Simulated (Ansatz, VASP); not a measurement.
# Two plane-wave programs on HfO2

```
Hf O
1.0
     0.13969    2.64312    2.64312
     2.64312    0.13969    2.64312
     2.64312    2.64312    0.13969
Hf O
1 2
Direct
  0.00000 0.00000 0.00000
  0.25000 0.25000 0.25000
  0.75000 0.75000 0.75000
```

Alike in both runs: task single point; functional PBE; k mesh 8 × 8 × 8; occupations gaussian, width 0.05 eV; no spin polarisation.

```csv
,VASP,Ansatz
version,VASP 6.6.1,Ansatz 0.2.0
potentials or method,"VASP PAW PBE potentials, release 64 (Hf_pv, O), cutoff 520 eV","scalar-relativistic, plane waves, PAW"
valence electrons in the cell,22,38
```

```tsv
	VASP	Ansatz	Ansatz less VASP
gap on the k mesh at the Fermi level (eV)	3.74	3.74	-0.004
least direct gap on the mesh (eV)	3.74	3.74	-0.004
pressure (GPa)	-7.9	-4.5	+3.41
traceless stress, the component that is largest in VASP (GPa)	-2.77	-2.99	-0.220
rms of the force components (eV/Å)	0.127	0.153	+0.0258
```

Atom by atom the forces differ by 0.026 eV/Å (rms over components). VASP's potentials hold 22 valence electrons a cell and Ansatz's 38, so a difference there can come from the potentials and not from the codes.

Spin-orbit coupling is off throughout.
